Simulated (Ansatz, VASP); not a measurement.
## One calculation of Hf3As4, two programs

```
Hf As
1.0
     5.86360    0.00000    0.00000
     0.00000    5.86360    0.00000
     0.00000    0.00000    5.86360
Hf As
3 4
Direct
  0.00000 0.00000 0.50000
  0.50000 0.00000 0.00000
  0.00000 0.50000 0.00000
  0.26648 0.73352 0.26648
  0.73352 0.26648 0.26648
  0.26648 0.26648 0.73352
  0.73352 0.73352 0.73352
```

Change from the starting cell: species swapped into the Sn3As4 type (P-43m, No. 215).

Alike in both runs: functional PBE; k mesh 4 × 4 × 4; occupations gaussian, width 0.1 eV; no spin polarisation.

Ansatz relaxed the structure, and its values are those at the end. VASP's run is a single point on that final structure, the one shown.

|  | VASP | Ansatz |
| --- | --- | --- |
| version | VASP 6.6.1 | Ansatz 0.2.0 |
| potentials or method | VASP PAW PBE potentials, release 64 (Hf_pv, As), cutoff 520 eV | scalar-relativistic, plane waves, PAW |
| valence electrons in the cell | 50 | 138 |

|  | VASP | Ansatz | Ansatz less VASP |
| --- | --- | --- | --- |
| gap on the k mesh at the Fermi level (eV) | 1.05 | 1.06 | +0.007 |
| least direct gap on the mesh (eV) | 1.12 | 1.12 | +0.007 |
| pressure (GPa) | -0.3 | -0.2 | +0.12 |
| rms of the force components (eV/Å) | 0.024 | 0.019 | -0.0051 |

VASP's potentials hold 50 valence electrons a cell and Ansatz's 138, so a difference there can come from the potentials and not from the codes.

Spin-orbit coupling is off throughout.
